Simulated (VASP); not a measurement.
Nd3Si2I: relaxation of cell and atoms with PBE

Nd3Si2I:

```xyz
6
Lattice="-3.2929 3.2929 4.2767 3.2929 -3.2929 4.2767 3.2929 3.2929 -4.2767" Properties=species:S:1:pos:R:3 pbc="T T T"
Nd    0.0000    3.2929    0.0000
Nd    3.2929    0.0000    0.0000
Nd    0.0000    0.0000    0.0000
Si    0.0000    0.0000    6.3475
Si    0.0000    0.0000    2.2058
I     0.0000    0.0000    4.2767
```

The cell was generated, and may not be a known phase.

- Program: VASP 6.6.1
- Task: relaxation of cell and atoms
- Functional: PBE
- Potentials or basis: VASP PAW PBE potentials, release 64 (Nd_3, Si, I), 4f in core
- Cutoff: 500 eV
- k mesh: 3 × 3 × 3
- Occupations: gaussian, width 0.15 eV
- Spin: no spin polarisation
- Dipole correction: no
- Further INCAR settings: ALGO = Normal; EDIFF = 1e-07; IBRION = 2; EDIFFG = -0.08; NSW = 36; ISIF = 3

| Item | Value |
| --- | --- |
| Relaxed volume | 35.49 Å³/atom |
| Relaxed cell | a = 7.006 Å, b = 7.006 Å, c = 7.006 Å, α = 126.91°, β = 126.91°, γ = 78.39° |
| Space group after relaxing (to 0.1 Å) | I4/mmm (No. 139) |
| Energy gained by relaxing | 1154.8 meV/atom |
| Ionic steps | 6 |
| Pressure after relaxing | 0.0 GPa |
| Band gap on the k mesh | zero (bands 24 and 25 overlap by 0.55 eV) |

Forces on the atoms (eV/Å):
```
Nd   0.000  0.000  0.000
Nd   0.000  0.000  0.000
Nd   0.000  0.000  0.000
Si   0.000  0.000 -0.003
Si   0.000  0.000  0.003
I    0.000  0.000  0.000
```

Stress tensor (GPa, compression positive):
```
-0.13  0.00  0.00
 0.00 -0.13  0.00
 0.00  0.00  0.22
```

The path:
```
step  energy change (eV)  largest force (eV/Å)  pressure (GPa)  volume (Å³)
   1              0.0000                4.0316           18.95       185.49
   2             -5.4434                1.1115           -3.30       278.03
   3             -6.8141                0.0257           -1.43       230.56
   4             -6.8141                0.0515           -1.35       229.68
   5             -6.9014                0.0163           -0.64       220.41
   6             -6.9287                0.0025           -0.01       212.91
```

Final structure:
```
Nd Si I
1.0
    -3.13093    3.13093    5.42988
     3.13093   -3.13093    5.42988
     3.13093    3.13093   -5.42988
Nd Si I
3 2 1
Direct
  0.50000 0.00000 0.50000
  0.00000 0.50000 0.50000
  0.00000 0.00000 0.00000
  0.75677 0.75677 0.00000
  0.24323 0.24323 0.00000
  0.50000 0.50000 0.00000
```

Levels at points of the mesh, in eV from the Fermi level:
```
           k point  band 20  band 21  band 22  band 23  band 24  band 25  band 26  band 27  band 28
(0.00, 0.00, 0.00)    -2.21    -1.93    -1.54    -0.82    -0.73     1.01     1.04     1.10     1.10
```

Run time: 3.4 min on 1 thread of AMD EPYC 9R45 96-Core Processor (Zen 5) (shared host), peak memory 0.33 GiB.

Caveat: the k points lie up to 0.39 Å⁻¹ apart in the final cell, too coarse for converged energies and pressures of a metal; spin-orbit coupling is left out, which moves the levels of the heavy elements; the 4f electrons are frozen in the core, so they carry no moment and show no levels; the run has no spin polarisation, though such a crystal can be magnetic. Spin polarisation is off, so any magnetic state and its effect on volume and gap are missing.
